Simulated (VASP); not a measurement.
A run of VASP 6.6.1 is set up as follows.

The input INCAR:

```
ALGO = Normal
EDIFF = 1E-6
ENCUT = 520
GGA = PE
ISIF = 2
ISMEAR = -1
LASPH = True
LCHARG = False
LREAL = False
LWAVE = False
NBANDS = 26
NELM = 60
PREC = Accurate
SIGMA = 0.05
```

Contents of KPOINTS:

```
k-points
0
Gamma
  8 8 10
```

File POSCAR:

```
Ga
1.0
    4.4944606958      0.0000000000      0.0000000000
   -2.2472303479      3.8923171389      0.0000000000
    0.0000000000      0.0000000000      2.8125464874
Ga
3
Direct
    0.0000000000      0.0000000000      0.0000000000
    0.3333333333      0.6666666667      0.5000000000
    0.6666666667      0.3333333333      0.5000000000
```

Potentials or basis: VASP PAW PBE potentials, release 64 (Ga_d).

Run with:

```console
$ cat potpaw_PBE.64/Ga_d/POTCAR > POTCAR
$ mpirun -np 1 vasp_std > vasp.out
```

What does it give for the pressure?

11.5 GPa.
